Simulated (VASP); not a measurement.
Wanted: the native input for a VASP 6.6.1 run.

```yaml
Task: single point
Functional: PBE-based screened hybrid
Potentials_or_basis: VASP PAW PBE potentials, release 64 (Te)
Cutoff: 520 eV
k_mesh: 4 × 4 × 3
Occupations: fermi-dirac, width 0.05 eV
Spin: no spin polarisation
Dipole_correction: no
Grid_for_exact_exchange_PRECFOCK: Normal
Share_of_exact_exchange: 0.1
Further_INCAR_settings: ALGO = Normal; EDIFF = 1e-07; NBANDS = 16
Screening_parameter: 0.20787 1/Å
```

Crystal: Te.

```xyz
3
Lattice="4.4540 0.0000 0.0000 -2.2270 3.8573 0.0000 0.0000 0.0000 5.9240" Properties=species:S:1:pos:R:3 pbc="T T T"
Te    1.6279    2.8197    0.0000
Te   -0.5991    1.0376    3.9493
Te    1.1981    0.0000    1.9747
```

These files were run (other wordings do the same):

POSCAR

```
Te
1.0
    4.4540000000      0.0000000000      0.0000000000
   -2.2270000000      3.8572771485      0.0000000000
    0.0000000000      0.0000000000      5.9240000000
Te
3
Direct
    0.7310000000      0.7310000000      0.0000000000
    0.0000000000      0.2690000000      0.6666666667
    0.2690000000      0.0000000000      0.3333333333
```

INCAR.step1

```
  ALGO = Normal
  EDIFF = 1E-5
  ENCUT = 520
  GGA = PE
  ISIF = 2
  ISMEAR = -1
  LASPH = True
  LCHARG = False
  LREAL = False
  LWAVE = True
  NBANDS = 16
  NELM = 80
  PREC = Accurate
  SIGMA = 0.05
```

INCAR.step2

```
  AEXX = 0.1
  ALGO = Normal
  EDIFF = 1E-7
  ENCUT = 520
  GGA = PE
  HFSCREEN = 0.2078699
  ISIF = 2
  ISMEAR = -1
  ISTART = 1
  LASPH = True
  LCHARG = False
  LHFCALC = True
  LREAL = False
  LWAVE = False
  NBANDS = 16
  NELM = 80
  PREC = Accurate
  PRECFOCK = Normal
  SIGMA = 0.05
```

KPOINTS

```
k-points
0
Gamma
  4 4 3
```

Potentials or basis: VASP PAW PBE potentials, release 64 (Te).

The run is started by

```bash
$ cat potpaw_PBE.64/Te/POTCAR > POTCAR
$ cp INCAR.step1 INCAR
$ mpirun -np 1 vasp_std > vasp.out
$ cp INCAR.step2 INCAR
$ mpirun -np 1 vasp_std > vasp.out
```

It gave:

```yaml
Pressure: 0.7 GPa
Largest_force: 0.035 eV/Å
Band_gap_on_the_k_mesh: 0.97 eV, indirect (least direct gap 1.17 eV)
```

Caveat: the PAW data sets were made with another functional, which shifts forces and pressure a little; spin-orbit coupling is left out, which moves the levels of the heavy elements.

It took 15 min on 1 thread of Intel(R) Xeon(R) Platinum 8488C (Sapphire Rapids), with other jobs on the host, peak memory 0.34 GiB.
